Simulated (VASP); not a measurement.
# Sn2F (Pnnm) in VASP: notebook

The runs below take Sn2F through single point, with PBE.

Program: VASP 6.6.1. These are calculated values, not measurements. Logs are shortened: lines on timing, memory, paths and dates and some standing lists are left out, and cuts for length are marked.

## 1. The cell of the first run

The structure is orthorhombic, space group Pnnm (No. 58). The conventional cell has a = 6.250 Å, b = 7.853 Å, c = 2.929 Å, α = 90.00°, β = 90.00°, γ = 90.00°. Sn (site symmetry m) has 1 F at 2.25 Å and 2 Sn at 2.93 Å within 3.0 Å. F (site symmetry 2/m) has 2 Sn at 2.25 Å and 2 F at 2.93 Å within 3.0 Å.

## 2. Single point, PBE

Contents of INCAR:

```
PREC = Accurate
ENCUT = 520
EDIFF = 1E-7
ISMEAR = 0
SIGMA = 0.1
LREAL = F
LASPH = T
NELM = 100
ALGO = Fast
ISIF = 2
LWAVE = F
LCHARG = F
GGA = PE
NBANDS = 44
```

Contents of KPOINTS:

```
Automatic mesh
0
Gamma
  4 4 4
```

Contents of POSCAR:

```
Sn2F
1.0
    6.2500457536      0.0000000000      0.0000000000
    0.0000000000      7.8525707497      0.0000000000
    0.0000000000      0.0000000000      2.9287882383
Sn F
4 2
Direct
    0.4669231770      0.7850535433      0.5000000000
    0.9669231770      0.7149464567      0.0000000000
    0.5330768230      0.2149464567      0.5000000000
    0.0330768230      0.2850535433      0.0000000000
    0.5000000000      0.5000000000      0.5000000000
    0.0000000000      0.0000000000      0.0000000000
```

Potentials or basis: VASP PAW PBE potentials, release 64 (Sn_d, F).

The run is started by

```sh
> cat potpaw_PBE.64/Sn_d/POTCAR potpaw_PBE.64/F/POTCAR > POTCAR
> mpirun -np 1 vasp_std > vasp.out
```

OUTCAR:

```text
PREC = Accurate
   ENCUT = 520
   EDIFF = 1E-7
   ISMEAR = 0
   LREAL = F
   LASPH = T
   NELM = 100
   ISIF = 2
   GGA = PE

 ion  position               nearest neighbor table
   1  0.467  0.785  0.500-   5 2.25   3 3.40   2 3.49   2 3.49   2 3.49   2 3.49
   2  0.967  0.715  0.000-   6 2.25   4 3.40   1 3.49   1 3.49   1 3.49   1 3.49
   3  0.533  0.215  0.500-   5 2.25   1 3.40   4 3.49   4 3.49   4 3.49   4 3.49
   4  0.033  0.285  0.000-   6 2.25   2 3.40   3 3.49   3 3.49   3 3.49   3 3.49
   5  0.500  0.500  0.500-   1 2.25   3 2.25
   6  0.000  0.000  0.000-   2 2.25   4 2.25

  LATTYP: Found a simple orthorhombic cell.
 ALAT       =     2.9287882383
 B/A-ratio  =     2.1340039788
 C/A-ratio  =     2.6811671281

  Lattice vectors:

 A1 = (   0.0000000000,   0.0000000000,   2.9287882383)
 A2 = (   6.2500457536,   0.0000000000,   0.0000000000)
 A3 = (   0.0000000000,   7.8525707497,   0.0000000000)

Analysis of symmetry for initial positions (statically):
=====================================================================
 Subroutine PRICEL returns:
 Original cell was already a primitive cell.

 Routine SETGRP: Setting up the symmetry group for a
 simple orthorhombic supercell.

 Subroutine GETGRP returns: Found  8 space group operations
 (whereof  4 operations were pure point group operations)
 out of a pool of  8 trial point group operations.

The static configuration has the point symmetry C_2h.
 The point group associated with its full space group is D_2h.

Analysis of symmetry for dynamics (positions and initial velocities):
=====================================================================
 Subroutine PRICEL returns:
 Original cell was already a primitive cell.

 Routine SETGRP: Setting up the symmetry group for a
 simple orthorhombic supercell.

 Subroutine GETGRP returns: Found  8 space group operations
 (whereof  4 operations were pure point group operations)
 out of a pool of  8 trial point group operations.

The dynamic configuration has the point symmetry C_2h.
 The point group associated with its full space group is D_2h.

 Subroutine INISYM returns: Found  8 space group operations
 (whereof  4 operations are pure point group operations),
 and found     1 'primitive' translations

----------------------------------------------------------------------------------------

                                     Primitive cell

  volume of cell :     143.7418

  direct lattice vectors                    reciprocal lattice vectors
     6.250045754  0.000000000  0.000000000     0.159998829  0.000000000  0.000000000
     0.000000000  7.852570750  0.000000000     0.000000000  0.127346831  0.000000000
[... 102 lines left out ...]
   TEBEG  =    0.0;   TEEND  =   0.0 temperature during run
   PSTRESS=    0.0 pullay stress
   NELECT =      70.0000    total number of electrons
   NUPDOWN=      -1.0000    fix difference up-down
   EMIN   =  10.00;   EMAX   =-10.00  energy-range for DOS
   EFERMI =   0.00;   METHOD = LEGACY
   ISMEAR =     0;   SIGMA  =   0.10  broadening in eV -4-tet -1-fermi 0-gaus
   EFERMI_NEDOS =   21; number of points for ismear=-14 and -15
   IALGO  =     68    algorithm
   IMIX   =      4    mixing-type and parameters
     AMIX     =   0.40;   BMIX     =  1.00
     AMIX_MAG =   1.60;   BMIX_MAG =  1.00
  volume/ion in A,a.u.               =      23.96       161.67
  Fermi-wavevector in a.u.,A,eV,Ry     =   1.287992  2.433952 22.571023  1.658923
  Thomas-Fermi vector in A             =   2.419973
   LORBIT       =      0    0 simple, 1 ext, 2 COOP (PROOUT), +10 PAW based schemes
   GGA     = PE    functional components
   LHFCALC =     F    Hartree Fock is set to
   AEXX    =    0.0000 exact exchange contribution
   IVDW    =     0    specifies the selected vdW correction
   LEPSILON=     F    determine dielectric tensor
   LRPA    =     F    only Hartree local field effects (RPA)
 non-spin polarized calculation
 RMM-DIIS sequential band-by-band and
 Gauss-broadening in eV      SIGMA  =   0.10
  energy-cutoff  :      520.00
  volume of cell :      143.74
 maximum number of plane-waves:      3896
 NGX is ok and might be reduce to    48
   NGX = 23   NGY = 29   NGZ = 11

 number of electron      69.9999971 magnetization

 Free energy of the ion-electron system (eV)
  ---------------------------------------------------
  ext. energy  EPLUGINS =         0.00000000
  ---------------------------------------------------
  free energy    TOTEN  =       -24.65611479 eV

  energy without entropy =      -24.65157938  energy(sigma->0) =      -24.65384709

 E-fermi :   6.1023     XC(G=0):  -9.5621

 val. band max:        5.9660799951   @ k =   0.0000   0.2500   0.0000
 cond. band min:       6.1049420515   @ k =   0.0000   0.2500   0.2500
 fundamental gap:      0.1388620564
 Fermi energy:         6.1023350175

 k-point     1 :       0.0000    0.0000    0.0000
  band No.  band energies     occupation
      1     -17.9396      2.00000
      2     -17.9386      2.00000
      3     -16.1715      2.00000
      4     -16.1525      2.00000
      5     -16.1457      2.00000
      6     -16.1275      2.00000
[... 1117 lines left out ...]
     43      11.4890      0.00000
     44      11.7057      0.00000

 [... further k-points ...]

------------------------ aborting loop because EDIFF is reached ----------------------------------------

  FORCE on cell =-STRESS in cart. coord.  units (eV):
  Direction    XX          YY          ZZ          XY          YZ          ZX
  --------------------------------------------------------------------------------------
  -------------------------------------------------------------------------------------
  Total       -0.0870256     -0.0088176     -0.1270000     -0.0000000      0.0000000      0.0000000
  in kB       -0.9700064     -0.0982825     -1.4155694     -0.0000000      0.0000000      0.0000000
  external PRESSURE =      -0.8279528 kB  Pullay stress =       0.0000000 kB

 VOLUME and BASIS-vectors are now :
 -----------------------------------------------------------------------------
  energy-cutoff  :      520.00
  volume of cell :      143.74
      direct lattice vectors                 reciprocal lattice vectors
     6.250045754  0.000000000  0.000000000     0.159998829  0.000000000  0.000000000
     0.000000000  7.852570750  0.000000000     0.000000000  0.127346831  0.000000000
     0.000000000  0.000000000  2.928788238     0.000000000  0.000000000  0.341438137

 POSITION                                       TOTAL-FORCE (eV/Angst)
 -----------------------------------------------------------------------------------
      2.91829      6.16469      1.46439         0.003983      0.028099      0.000000
      6.04331      5.61417      0.00000         0.003983     -0.028099     -0.000000
      3.33175      1.68788      1.46439        -0.003983     -0.028099      0.000000
      0.20673      2.23840      0.00000        -0.003983      0.028099      0.000000
      3.12502      3.92629      1.46439         0.000000      0.000000      0.000000
      0.00000      0.00000      0.00000         0.000000      0.000000      0.000000
 -----------------------------------------------------------------------------------
    total drift:                               -0.000000     -0.000000     -0.000000

  FREE ENERGIE OF THE ION-ELECTRON SYSTEM (eV)
  ---------------------------------------------------
  free  energy   TOTEN  =       -24.6561147930 eV

  energy  without entropy=      -24.6515793778  energy(sigma->0) =      -24.65384709
```

OSZICAR:

```text
N       E                     dE             d eps       ncg     rms          rms(c)
DAV:   1     0.821345713344E+03    0.82135E+03   -0.34221E+04  2556   0.236E+03
DAV:   2     0.120458757375E+03   -0.70089E+03   -0.67812E+03  2424   0.641E+02
DAV:   3    -0.174206051973E+02   -0.13788E+03   -0.13458E+03  2704   0.225E+02
DAV:   4    -0.263290956024E+02   -0.89085E+01   -0.88435E+01  2636   0.607E+01
DAV:   5    -0.265685983931E+02   -0.23950E+00   -0.23930E+00  2660   0.108E+01    0.831E+00
RMM:   6    -0.246918733557E+02    0.18767E+01   -0.71055E+00  2930   0.102E+01    0.312E+00
RMM:   7    -0.246751009845E+02    0.16772E-01   -0.65816E-01  3374   0.364E+00    0.201E+00
RMM:   8    -0.246553699203E+02    0.19731E-01   -0.23196E-01  3021   0.230E+00    0.486E-01
RMM:   9    -0.246550034857E+02    0.36643E-03   -0.66039E-02  3684   0.103E+00    0.199E-01
RMM:  10    -0.246559312065E+02   -0.92772E-03   -0.90055E-03  3410   0.428E-01    0.151E-01
RMM:  11    -0.246560969504E+02   -0.16574E-03   -0.20551E-03  3119   0.257E-01    0.275E-02
RMM:  12    -0.246561078188E+02   -0.10868E-04   -0.55153E-04  3268   0.156E-01    0.284E-02
RMM:  13    -0.246561162218E+02   -0.84030E-05   -0.18484E-04  3911   0.739E-02    0.152E-02
RMM:  14    -0.246561152470E+02    0.97475E-06   -0.28459E-05  3675   0.266E-02    0.539E-03
RMM:  15    -0.246561149375E+02    0.30957E-06   -0.48164E-06  3430   0.120E-02    0.167E-03
RMM:  16    -0.246561147175E+02    0.21992E-06   -0.15920E-06  3010   0.567E-03    0.596E-04
RMM:  17    -0.246561147930E+02   -0.75494E-07   -0.16229E-07  1630   0.312E-03
   1 F= -.24656115E+02 E0= -.24653847E+02  d E =-.453542E-02
```

It took 4.2 min on 1 thread of Oxide Virtual Turin-like, shared host; peak memory 0.28 GiB.

Results:

* Free energy: -24.6561 eV
* Pressure: -0.1 GPa
* Largest force: 0.028 eV/Å
* Band gap on the k mesh: zero (bands 35 and 36 overlap by 4.08 eV)

Forces on the atoms (eV/Å):
```
Sn   0.004  0.028  0.000
Sn   0.004 -0.028  0.000
Sn  -0.004 -0.028  0.000
Sn  -0.004  0.028  0.000
F    0.000  0.000  0.000
F    0.000  0.000  0.000
```

Caveat: the k points lie up to 0.54 Å⁻¹ apart, too coarse for converged energies and pressures of a metal; spin-orbit coupling is left out, which moves the levels of the heavy elements.

[end of part 1 of 2]

The gap in the log of VASP goes by the Fermi energy; the results here count the filled bands.